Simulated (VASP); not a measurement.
# Au (P6_3/mmc) in VASP: notebook

Au is run at these levels: PBE; tasks: electric field gradients, vibrations by perturbation theory.

Everything below comes from runs of VASP 6.6.1. Logs are shortened: lines on timing, memory, paths and dates and some standing lists are left out, and cuts for length are marked.

## (1) The cell of the first run

Symmetry: P6_3/mmc, No. 194, hexagonal system. The conventional cell has a = 2.916 Å, b = 2.916 Å, c = 4.891 Å, α = 90.00°, β = 90.00°, γ = 120.00°. Au (site symmetry -6m2) has 12 Au at 2.92 to 2.97 Å within 3.8 Å.

## (2) Electric field gradients, PBE

The input, INCAR:

```
PREC = Accurate
ENCUT = 520
EDIFF = 1E-8
ISMEAR = -1
SIGMA = 0.15
LREAL = F
LASPH = T
NELM = 60
ALGO = Fast
ISIF = 2
LWAVE = F
LCHARG = F
GGA = PE
LEFG = T
NBANDS = 18
```

The input, KPOINTS:

```
regular mesh
0
Gamma
  18 18 10
```

The input, POSCAR:

```
Au
1.0
    2.9158697421      0.0000000000      0.0000000000
   -1.4579348710      2.5252172708      0.0000000000
    0.0000000000      0.0000000000      4.8913943034
Au
2
Direct
    0.3333333333      0.6666666667      0.7500000000
    0.6666666667      0.3333333333      0.2500000000
```

Potentials or basis: VASP PAW PBE potentials, release 64 (Au).

Command:

```
$ cat potpaw_PBE.64/Au/POTCAR > POTCAR
$ mpirun -np 1 vasp_std > vasp.out
```

OUTCAR:

```text
PREC = Accurate
   ENCUT = 520
   EDIFF = 1E-8
   ISMEAR = -1
   LREAL = F
   LASPH = T
   NELM = 60
   ISIF = 2
   GGA = PE

 ion  position               nearest neighbor table
   1  0.333  0.667  0.750-   2 2.97   2 2.97   2 2.97   2 2.97   2 2.97   2 2.97
   2  0.667  0.333  0.250-   1 2.97   1 2.97   1 2.97   1 2.97   1 2.97   1 2.97

  LATTYP: Found a hexagonal cell.
 ALAT       =     2.9158697421
 C/A-ratio  =     1.6775078231

  Lattice vectors:

 A1 = (   2.9158697421,   0.0000000000,   0.0000000000)
 A2 = (  -1.4579348710,   2.5252172708,   0.0000000000)
 A3 = (   0.0000000000,   0.0000000000,   4.8913943034)

Analysis of symmetry for initial positions (statically):
=====================================================================
 Subroutine PRICEL returns:
 Original cell was already a primitive cell.

 Routine SETGRP: Setting up the symmetry group for a
 hexagonal supercell.

 Subroutine GETGRP returns: Found 24 space group operations
 (whereof 12 operations were pure point group operations)
 out of a pool of 24 trial point group operations.

The static configuration has the point symmetry D_3d.
 The point group associated with its full space group is D_6h.

Analysis of symmetry for dynamics (positions and initial velocities):
=====================================================================
 Subroutine PRICEL returns:
 Original cell was already a primitive cell.

 Routine SETGRP: Setting up the symmetry group for a
 hexagonal supercell.

 Subroutine GETGRP returns: Found 24 space group operations
 (whereof 12 operations were pure point group operations)
 out of a pool of 24 trial point group operations.

The dynamic configuration has the point symmetry D_3d.
 The point group associated with its full space group is D_6h.

 Subroutine INISYM returns: Found 24 space group operations
 (whereof 12 operations are pure point group operations),
 and found     1 'primitive' translations

----------------------------------------------------------------------------------------

                                     Primitive cell

  volume of cell :      36.0163

  direct lattice vectors                    reciprocal lattice vectors
[... 125 lines left out ...]

 number of electron      21.9999998 magnetization

 Free energy of the ion-electron system (eV)
  ---------------------------------------------------
  ext. energy  EPLUGINS =         0.00000000
  ---------------------------------------------------
  free energy    TOTEN  =        -6.45064994 eV

  energy without entropy =       -6.40322938  energy(sigma->0) =       -6.42693966

 E-fermi :   8.5601     XC(G=0): -12.3877

 val. band max:        8.5506809307   @ k =   0.2222   0.1111   0.3000
 cond. band min:       8.5700954240   @ k =   0.4444   0.0000   0.5000
 fundamental gap:      0.0194144933
 Fermi energy:         8.5601237815

 k-point     1 :       0.0000    0.0000    0.0000
  band No.  band energies     occupation
      1      -0.7063      2.00000
      2       1.6721      2.00000
      3       4.0161      2.00000
      4       4.2689      2.00000
      5       4.2689      2.00000
      6       4.5517      2.00000
[... 481 lines left out ...]
      5       4.4757      2.00000
      6       4.5945      2.00000
[... 10 lines left out ...]
     17      20.4013      0.00000
     18      23.0734      0.00000

 [... further k-points ...]

------------------------ aborting loop because EDIFF is reached ----------------------------------------

  FORCE on cell =-STRESS in cart. coord.  units (eV):
  Direction    XX          YY          ZZ          XY          YZ          ZX
  --------------------------------------------------------------------------------------
  -------------------------------------------------------------------------------------
  Total       -0.0514886     -0.0514886     -0.0544932     -0.0000000      0.0000000      0.0000000
  in kB       -2.2904548     -2.2904548     -2.4241160     -0.0000000      0.0000000      0.0000000
  external PRESSURE =      -2.3350086 kB  Pullay stress =       0.0000000 kB

 VOLUME and BASIS-vectors are now :
 -----------------------------------------------------------------------------
  energy-cutoff  :      520.00
  volume of cell :       36.02
      direct lattice vectors                 reciprocal lattice vectors
     2.915869742  0.000000000  0.000000000     0.342950848  0.198002764  0.000000000
    -1.457934871  2.525217271  0.000000000     0.000000000  0.396005529  0.000000000
     0.000000000  0.000000000  4.891394303     0.000000000  0.000000000  0.204440685

 POSITION                                       TOTAL-FORCE (eV/Angst)
 -----------------------------------------------------------------------------------
     -0.00000      1.68348      3.66855         0.000000      0.000000      0.000000
      1.45793      0.84174      1.22285        -0.000000     -0.000000      0.000000
 -----------------------------------------------------------------------------------
    total drift:                                0.000000     -0.000000      0.000000

  FREE ENERGIE OF THE ION-ELECTRON SYSTEM (eV)
  ---------------------------------------------------
  free  energy   TOTEN  =        -6.4506499390 eV

  energy  without entropy=       -6.4032293820  energy(sigma->0) =       -6.42693966

 Electric field gradients (V/A^2)
---------------------------------------------------------------------
 ion       V_xx      V_yy      V_zz      V_xy      V_xz      V_yz
---------------------------------------------------------------------
   1     -10.516   -10.516    21.032    -0.000     0.000    -0.000
   2     -10.516   -10.516    21.032    -0.000    -0.000     0.000
---------------------------------------------------------------------

 Electric field gradients after diagonalization (V/A^2)
 (convention: |V_zz| > |V_xx| > |V_yy|)
----------------------------------------------------------------------
 ion       V_xx      V_yy      V_zz     asymmetry (V_yy - V_xx)/ V_zz
----------------------------------------------------------------------
   1     -10.516   -10.516    21.032       0.000
   2     -10.516   -10.516    21.032       0.000
----------------------------------------------------------------------

           NMR quadrupolar parameters

 Cq : quadrupolar parameter    Cq=e*Q*V_zz/h
 eta: asymmetry parameters     (V_yy - V_xx)/ V_zz
 Q  : nuclear electric quadrupole moment in mb (millibarn)
----------------------------------------------------------------------
 ion       Cq(MHz)       eta       Q (mb)
----------------------------------------------------------------------
   1       0.051       0.000       1.000
   2       0.051       0.000       1.000
----------------------------------------------------------------------
```

stdout:

```text
POSCAR found type information on POSCAR Au
 POSCAR found :  1 types and       2 ions
 scaLAPACK will be used
 LDA part: xc-table for (Slater+PW92), standard interpolation
 POSCAR, INCAR and KPOINTS ok, starting setup
 FFT: planning ... GRIDC
 FFT: planning ... GRID_SOFT
 FFT: planning ... GRID
 WAVECAR not read
 entering main loop
ion   1

ion   2
```

Wall time 52 s (1 thread of Intel Xeon 6975P-C (Granite Rapids), shared host); peak memory 0.24 GiB.

Results:

* Free energy: -6.4506 eV
* Pressure: -0.2 GPa
* Band gap on the k mesh: zero (band 11 reaches 12.59 eV, above the bottom of band 12 at 6.01 eV)

Electric field gradients, principal values (V/Å²):
```
atom    least   middle  greatest (by size)
1 Au  -10.516  -10.516              21.032
2 Au  -10.516  -10.516              21.032
```

Caveat: without QUAD_EFG the Cq values of the log hold for a quadrupole moment of 1 mb, not for the nuclei; spin-orbit coupling is left out, which moves the levels of the heavy elements.

## (3) Vibrations by perturbation theory, PBE

This run uses another cell than the first one, of 17.42 Å³/atom, 0.967 times its volume.

The input, INCAR:

```
SYSTEM = Au
  PREC = Accurate
  ENCUT = 520
  EDIFF = 1E-8
  ISMEAR = -1
  SIGMA = 0.15
  LREAL = .False.
  LASPH = .True.
  NELM = 60
  ALGO = Normal
  ISIF = 2
  LWAVE = .False.
  LCHARG = .False.
  GGA = PE
  NBANDS = 18
  IBRION = 8
  NSW = 1
```

The input, KPOINTS:

```
regular mesh
0
Gamma
  18 18 10
  0 0 0
```

The input, POSCAR:

```
Au
1.0
    2.8866468019      0.0000000000      0.0000000000
   -1.4433234009      2.4999094622      0.0000000000
    0.0000000000      0.0000000000      4.8283805802
Au
2
Direct
    0.3333333333      0.6666666667      0.7500000000
    0.6666666667      0.3333333333      0.2500000000
```

Potentials or basis: VASP PAW PBE potentials, release 64 (Au).

Command:

```
$ cat potpaw_PBE.64/Au/POTCAR > POTCAR
$ mpirun -np 1 vasp_std > vasp.out
```

OUTCAR:

```text
SYSTEM = Au
   PREC = Accurate
   ENCUT = 520
   EDIFF = 1E-8
   ISMEAR = -1
   LREAL = .False.
   LASPH = .True.
   NELM = 60
   ISIF = 2
   GGA = PE
   IBRION = 8
   NSW = 1

 ion  position               nearest neighbor table
   1  0.333  0.667  0.750-   2 2.93   2 2.93   2 2.93   2 2.93   2 2.93   2 2.93
   2  0.667  0.333  0.250-   1 2.93   1 2.93   1 2.93   1 2.93   1 2.93   1 2.93

  LATTYP: Found a hexagonal cell.
 ALAT       =     2.8866468019
 C/A-ratio  =     1.6726606722

  Lattice vectors:

 A1 = (   2.8866468019,   0.0000000000,   0.0000000000)
 A2 = (  -1.4433234009,   2.4999094622,   0.0000000000)
 A3 = (   0.0000000000,   0.0000000000,   4.8283805802)

Analysis of symmetry for initial positions (statically):
=====================================================================
 Subroutine PRICEL returns:
 Original cell was already a primitive cell.

 Routine SETGRP: Setting up the symmetry group for a
 hexagonal supercell.

 Subroutine GETGRP returns: Found 24 space group operations
 (whereof 12 operations were pure point group operations)
 out of a pool of 24 trial point group operations.

The static configuration has the point symmetry D_3d.
 The point group associated with its full space group is D_6h.

Analysis of symmetry for dynamics (positions and initial velocities):
=====================================================================
 Subroutine PRICEL returns:
 Original cell was already a primitive cell.

 Routine SETGRP: Setting up the symmetry group for a
 hexagonal supercell.

 Subroutine GETGRP returns: Found 24 space group operations
 (whereof 12 operations were pure point group operations)
 out of a pool of 24 trial point group operations.

The dynamic configuration has the point symmetry D_3d.
 The point group associated with its full space group is D_6h.

 Subroutine INISYM returns: Found 24 space group operations
 (whereof 12 operations are pure point group operations),
 and found     1 'primitive' translations

----------------------------------------------------------------------------------------

                                     Primitive cell

  volume of cell :      34.8433

  direct lattice vectors                    reciprocal lattice vectors
     2.886646802  0.000000000  0.000000000     0.346422707  0.200007243  0.000000000
    -1.443323401  2.499909462  0.000000000     0.000000000  0.400014487  0.000000000
     0.000000000  0.000000000  4.828380580     0.000000000  0.000000000  0.207108778

  length of vectors
     2.886646802  2.886646802  4.828380580     0.400014487  0.400014487  0.207108778

  position of ions in fractional coordinates (direct lattice)
     0.333333333  0.666666667  0.750000000
     0.666666667  0.333333333  0.250000000

[... 136 lines left out ...]
      2       1.9196      2.00000
      3       4.3826      2.00000
      4       4.6336      2.00000
      5       4.6336      2.00000
      6       4.9382      2.00000
[... 481 lines left out ...]
      5       4.8475      2.00000
      6       4.9545      2.00000
[... 10 lines left out ...]
     17      21.1613      0.00000
     18      23.6974      0.00000

 [... further k-points ...]

------------------------ aborting loop because EDIFF is reached ----------------------------------------

  FORCE on cell =-STRESS in cart. coord.  units (eV):
  Direction    XX          YY          ZZ          XY          YZ          ZX
  --------------------------------------------------------------------------------------
  -------------------------------------------------------------------------------------
  Total        1.0324907      1.0324907      1.0262273      0.0000000      0.0000000      0.0000000
  in kB       47.4763480     47.4763480     47.1883418      0.0000000      0.0000000      0.0000000
  external PRESSURE =      47.3803459 kB  Pullay stress =       0.0000000 kB

 VOLUME and BASIS-vectors are now :
 -----------------------------------------------------------------------------
  energy-cutoff  :      520.00
  volume of cell :       34.84
      direct lattice vectors                 reciprocal lattice vectors
     2.886646802  0.000000000  0.000000000     0.346422707  0.200007243  0.000000000
    -1.443323401  2.499909462  0.000000000     0.000000000  0.400014487  0.000000000
     0.000000000  0.000000000  4.828380580     0.000000000  0.000000000  0.207108778

 POSITION                                       TOTAL-FORCE (eV/Angst)
 -----------------------------------------------------------------------------------
     -0.00000      1.66661      3.62129        -0.000000     -0.000000      0.000000
      1.44332      0.83330      1.20710         0.000000      0.000000      0.000000
 -----------------------------------------------------------------------------------
    total drift:                                0.000000     -0.000000      0.000000

  FREE ENERGIE OF THE ION-ELECTRON SYSTEM (eV)
  ---------------------------------------------------
  free  energy   TOTEN  =        -6.4339212203 eV

  energy  without entropy=       -6.3866920735  energy(sigma->0) =       -6.41030665

[... ionic steps 2 to 3 ...]

--------------------------------------- Ionic step        4  -------------------------------------------

------------------------ aborting loop because EDIFF is reached ----------------------------------------

[... ionic steps 5 to 5 ...]

--------------------------------------- Ionic step        6  -------------------------------------------

 Free energy of the ion-electron system (eV)
  ---------------------------------------------------
  ---------------------------------------------------
  free energy    TOTEN  =        -0.31381208 eV

  energy without entropy =       -0.31381208

------------------------ aborting loop because EDIFF is reached ----------------------------------------

 INTERNAL STRAIN TENSOR  FOR ION    1  DIRECTION 3   (eV/Angst):
 -----------------------------------------------------------------------------
     0.01046  0.00000 -0.00000
     0.00000  0.01046 -0.00000
     0.00000 -0.00000 -0.01215

 INTERNAL STRAIN TENSOR FOR ION    2 for displacements in x,y,z  (eV/Angst):
          X           Y           Z          XY          YZ          ZX
  --------------------------------------------------------------------------------
  x     0.00000    -0.00000    -0.00000     0.58733     0.00000     0.00000
  y     0.58733    -0.58733     0.00000    -0.00000     0.00000     0.00000
  z     0.00000     0.00000     0.00000     0.00000     0.00000    -0.00000

 SECOND DERIVATIVES (NOT SYMMETRIZED)
 ------------------------------------
               1X          1Y          1Z          2X          2Y          2Z
  1X    -0.590313   -0.000000    0.000000    0.590313    0.000000    0.000000
  1Y    -0.000000   -0.590313    0.000000    0.000000    0.590313    0.000000
  1Z     0.000000    0.000000   -7.579031   -0.000000    0.000000    7.579031
  2X     0.590313    0.000000    0.000000   -0.590313   -0.000000    0.000000
  2Y     0.000000    0.590313    0.000000   -0.000000   -0.590313    0.000000
  2Z    -0.000000    0.000000    7.579031    0.000000    0.000000   -7.579031

 Eigenvectors and eigenvalues of the dynamical matrix
 ----------------------------------------------------

   1 f  =    4.336875 THz    27.249390 2PiTHz  144.662583 cm-1    17.935866 meV
             X         Y         Z           dx          dy          dz
     -0.000000  1.666606  3.621285     0.000000    0.000000   -0.707107
      1.443323  0.833303  1.207095    -0.000000    0.000000    0.707107
[... 16 lines left out ...]
   5 f  =    0.000000 THz     0.000000 2PiTHz    0.000000 cm-1     0.000000 meV
             X         Y         Z           dx          dy          dz
     -0.000000  1.666606  3.621285    -0.000000    0.000000    0.707107
      1.443323  0.833303  1.207095     0.000000    0.000000    0.707107

   6 f/i=    0.000000 THz     0.000000 2PiTHz    0.000000 cm-1     0.000000 meV
             X         Y         Z           dx          dy          dz
     -0.000000  1.666606  3.621285    -0.692366   -0.143631    0.000000
      1.443323  0.833303  1.207095    -0.692366   -0.143631    0.000000

--------------------------------------------------------------------------------------------------------

 ELASTIC MODULI CONTR FROM IONIC RELAXATION (kBar)
 Direction    XX          YY          ZZ          XY          YZ          ZX
 --------------------------------------------------------------------------------
 XX         -26.8706     26.8706     -0.0000     -0.0000      0.0000     -0.0000
 YY          26.8706    -26.8706      0.0000     -0.0000     -0.0000      0.0000
 ZZ          -0.0000      0.0000     -0.0000      0.0000     -0.0000      0.0000
 XY          -0.0000     -0.0000      0.0000    -26.8706     -0.0000      0.0000
 YZ           0.0000     -0.0000     -0.0000     -0.0000     -0.0000      0.0000
 ZX          -0.0000      0.0000      0.0000      0.0000      0.0000     -0.0000
 --------------------------------------------------------------------------------
```

OSZICAR:

```text
N       E                     dE             d eps       ncg     rms          rms(c)
DAV:   1     0.123674059845E+03    0.12367E+03   -0.11725E+04  8008   0.119E+03
DAV:   2    -0.489893330517E+01   -0.12857E+03   -0.12278E+03  8466   0.261E+02
DAV:   3    -0.696015207863E+01   -0.20612E+01   -0.20496E+01  9404   0.334E+01
DAV:   4    -0.696909053677E+01   -0.89385E-02   -0.89373E-02  8790   0.231E+00
[... 42 lines left out ...]
RMM:  11    -0.313812106246E+00   -0.22134E-06    0.27140E-07 21120   0.485E-05    0.270E-06
RMM:  12    -0.313812088679E+00    0.17567E-07    0.16133E-07 21046   0.201E-05    0.664E-07
RMM:  13    -0.313812082905E+00    0.57747E-08    0.18056E-07 18093   0.126E-05    0.291E-07
RMM:  14    -0.313812085553E+00   -0.26481E-08    0.16892E-07 10426   0.115E-05    0.122E-07
RMM:  15    -0.313812083978E+00    0.15746E-08    0.17415E-07  9980   0.116E-05    0.123E-08
 Linear response finished
```

stdout:

```text
POSCAR found type information on POSCAR Au
 POSCAR found :  1 types and       2 ions
 scaLAPACK will be used
 LDA part: xc-table for (Slater+PW92), standard interpolation
 POSCAR, INCAR and KPOINTS ok, starting setup
 FFT: planning ... GRIDC
 FFT: planning ... GRID_SOFT
 FFT: planning ... GRID
 WAVECAR not read
 entering main loop
 Linear response reoptimize wavefunctions to high precision
 Linear response DOF=           2
 Linear response progress:
 first order change of Fermi-energy  -0.66773E-05
 force on displaced ion       1 direction 1 :  -0.590   0.000   0.000
 Linear response progress:
 first order change of Fermi-energy   0.11858E-03
 force on displaced ion       1 direction 3 :  -0.000   0.000  -7.579
 Linear response finished
```

Run time: 13 min. Hardware: 1 thread of Intel Xeon Platinum 8375C at 2.90GHz (Ice Lake), shared host; peak memory 1.1 GiB.

Results:

```yaml
Highest_phonon_frequency_at_Γ: 145 cm⁻¹
```

Phonon frequencies in cm⁻¹ (negative: imaginary):
```
              q point      frequencies
(0.000, 0.000, 0.000)  0 0 0 40 40 145
```

Caveat: the cell wasn't relaxed at this level first, which shifts response properties; spin-orbit coupling is left out, which moves the levels of the heavy elements.
